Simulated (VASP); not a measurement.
Runs of VASP 6.6.1 on HfC. The structure is that of space group P6_3/mmc (No. 194), or close to it. The cells are those of the table. 

```tsv
cell	gap on the mesh (eV)	pressure (GPa)
a = 3.203, b = 3.203, c = 4.986 Å, angles 90.0, 90.0, 120.0°, 4 atoms	none	23.4
a = 3.251, b = 3.251, c = 5.060 Å, angles 90.0, 90.0, 120.0°, 4 atoms	none	8.8
a = 3.430, b = 3.430, c = 5.338 Å, angles 90.0, 90.0, 120.0°, 4 atoms	none	-26.2
a = 3.343, b = 3.343, c = 5.203 Å, angles 90.0, 90.0, 120.0°, 4 atoms	none	(b)
a = 3.298, b = 3.298, c = 5.132 Å, angles 90.0, 90.0, 120.0°, 4 atoms	none	-2.9
a = 3.387, b = 3.387, c = 5.271 Å, angles 90.0, 90.0, 120.0°, 4 atoms	none	(a)
a = 3.472, b = 3.472, c = 5.403 Å, angles 90.0, 90.0, 120.0°, 4 atoms	none	-31.2
```

Alike in all rows: task single point; level LDA; potentials or basis VASP PAW LDA potentials, release 64 (Hf_pv, C); no spin polarisation; k mesh 8 × 8 × 5; cutoff (eV) 520; smearing gaussian 0.1 eV.

Q: Fill in the values left out.

A: (a) -20.0; (b) -12.4.

Caveats: spin-orbit coupling is left out, which moves the levels of the heavy elements.

A k mesh can miss the band edges, and the runs leave out spin-orbit coupling on Hf.

A gap of «none» marks levels without a gap at the run's occupations.
